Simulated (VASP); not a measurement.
## SnTe: relaxation of cell and atoms with PBEsol

SnTe:

```
Te Sn
1.0
     0.00000    3.61115    3.61115
     3.61115    0.00000    3.61115
     3.61115    3.61115    0.00000
Te Sn
1 1
Direct
  0.25000 0.25000 0.25000
  0.00000 0.00000 0.00000
```

- Program: VASP 6.6.1
- Task: relaxation of cell and atoms
- Functional: PBEsol
- Potentials or basis: VASP PAW PBE potentials, release 64 (Te, Sn_d)
- Cutoff: 600 eV
- k mesh: 7 × 7 × 7
- Occupations: fermi-dirac, width 0.05 eV
- Spin: no spin polarisation
- Target pressure: 30 GPa
- Dipole correction: no
- Further INCAR settings: ALGO = Normal; EDIFF = 1e-06; IBRION = 2; EDIFFG = -0.005; NSW = 80; ISIF = 3

```yaml
Relaxed_volume: 28.02 Å³/atom
Relaxed_cell: a = 4.296 Å, b = 4.296 Å, c = 4.296 Å, α = 60.00°, β = 60.00°, γ = 60.00°
Space_group_after_relaxing_to_0.05_Å: F-43m (No. 216)
Energy_change_on_relaxing_the_enthalpy_is_what_falls: +1039.4 meV/atom
Ionic_steps: 9
Pressure_after_relaxing: 30.0 GPa
Band_gap_on_the_k_mesh: zero (band 10 reaches 8.81 eV, above the bottom of band 11 at 7.72 eV)
```

The path:
```csv
step,energy change (eV),largest force (eV/Å),pressure (GPa),volume (Å³)
1,0.0000,0.0000,-1.38,94.18
2,86.8343,0.0000,1805.46,16.11
3,0.0141,0.0000,2.09,82.89
4,0.2000,0.0000,6.05,75.30
5,2.6260,0.0000,36.46,53.40
6,1.9812,0.0000,28.90,56.58
7,2.0966,0.0000,30.20,55.95
8,2.0494,0.0000,29.66,56.21
9,2.0787,0.0000,29.99,56.05
```

Final structure:
```cif
data_structure
_symmetry_space_group_name_H-M 'P 1'
_symmetry_Int_Tables_number 1
_cell_length_a 4.2956
_cell_length_b 4.2956
_cell_length_c 4.2956
_cell_angle_alpha 60.000
_cell_angle_beta 60.000
_cell_angle_gamma 60.000
_cell_volume 56.05
loop_
_atom_site_label
_atom_site_type_symbol
_atom_site_fract_x
_atom_site_fract_y
_atom_site_fract_z
_atom_site_occupancy
Te1 Te 0.25000 0.25000 0.25000 1
Sn1 Sn 0.00000 0.00000 0.00000 1
```

Levels at points of the mesh, in eV from the Fermi level:
```
           k point  band 6  band 7  band 8  band 9  band 10  band 11  band 12  band 13  band 14
(0.00, 0.00, 0.00)  -15.19   -3.13   -3.13   -3.13    -3.12     0.42     0.42     0.42     3.84
```

It took 5.9 min on 1 thread of Intel(R) Xeon(R) Platinum 8488C (Sapphire Rapids), on a shared host, peak memory 0.33 GiB.

Caveat: the cell is relaxed towards a set pressure, so the enthalpy falls and the energy may rise; the volume moved by over 15 % at a fixed basis, so the end points are rough; the PAW data sets were made with another functional, which shifts forces and pressure a little; spin-orbit coupling is left out, which moves the levels of the heavy elements.
